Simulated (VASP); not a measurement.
Write the native input for VASP 6.6.1 that does the following.

```
Task                   : single point
Functional             : PBE
Potentials or basis    : VASP PAW PBE potentials, release 64 (Na_pv, Sr_sv, Br)
Cutoff                 : 520 eV
k mesh                 : 4 × 4 × 4
Occupations            : fermi-dirac, width 0.02 eV
Spin                   : no spin polarisation
Dipole correction      : no
Further INCAR settings : ALGO = Normal; EDIFF = 1e-06; NBANDS = 27
```

The structure of NaSrBr3 lies in POSCAR:

```
NaSrBr3
1.0
    6.0758716366      0.0000000000      0.0000000000
    0.0000000000      6.0758716366      0.0000000000
    0.0000000000      0.0000000000      6.0758716366
Na Sr Br
1 1 3
Direct
    0.0000000000      0.0000000000      0.0000000000
    0.5000000000      0.5000000000      0.5000000000
    0.5000000000      0.5000000000      0.0000000000
    0.5000000000      0.0000000000      0.5000000000
    0.0000000000      0.5000000000      0.5000000000
```

This cell differs from its parent crystal: strain +2.5%.

These files were run (other wordings do the same):

INCAR

```
ALGO = Normal
EDIFF = 1E-6
ENCUT = 520
GGA = PE
ISIF = 2
ISMEAR = -1
LASPH = T
LCHARG = F
LREAL = F
LWAVE = F
NBANDS = 27
NELM = 60
PREC = Accurate
SIGMA = 0.02
```

KPOINTS

```
k-points
0
Gamma
  4 4 4
```

Potentials or basis: VASP PAW PBE potentials, release 64 (Na_pv, Sr_sv, Br).

The run is started by

```sh
$ cat potpaw_PBE.64/Na_pv/POTCAR potpaw_PBE.64/Sr_sv/POTCAR potpaw_PBE.64/Br/POTCAR > POTCAR
$ mpirun -np 1 vasp_std > vasp.out
```

It gave:

```
Pressure               : -0.8 GPa
Band gap on the k mesh : 2.93 eV (least direct gap 3.18 eV)
```

Caveat: the cell differs from its parent crystal (strain +2.5%).

Run time: 47 s on 1 thread of AMD EPYC 7R13 Processor (Zen 3) (shared host), peak memory 0.31 GiB.
